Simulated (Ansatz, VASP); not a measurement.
**Two plane-wave programs on As**

```xyz
4
Lattice="3.8323 0.0000 0.0000 -1.9161 3.3189 0.0000 0.0000 0.0000 6.3233" Properties=species:S:1:pos:R:3 pbc="T T T"
As    0.0000    2.2126    2.7664
As    1.9161    1.1063    5.9281
As    1.9161    1.1063    3.5568
As    0.0000    2.2126    0.3952
```

Alike in both runs: task single point; functional r2SCAN; k mesh 6 × 6 × 4; occupations gaussian, width 0.1 eV; no spin polarisation.

|  | VASP | Ansatz |
| --- | --- | --- |
| version | VASP 6.6.1 | Ansatz 0.2.0 |
| potentials or method | VASP PAW PBE potentials, release 64 (As), cutoff 520 eV | scalar-relativistic, plane waves, PAW |
| valence electrons in the cell | 20 | 60 |

```tsv
	VASP	Ansatz	Ansatz less VASP
gap on the k mesh at the Fermi level (eV)	none	none	-
rms of the force components (eV/Å)	0.280	0.276	-0.0040
```

VASP's potentials were made for PBE, not for r2SCAN. Atom by atom the forces differ by 0.004 eV/Å (rms over components). A gap of «none» marks a metal or a gap that the smearing closes. VASP's potentials hold 20 valence electrons a cell and Ansatz's 60, so a difference there can come from the potentials and not from the codes.
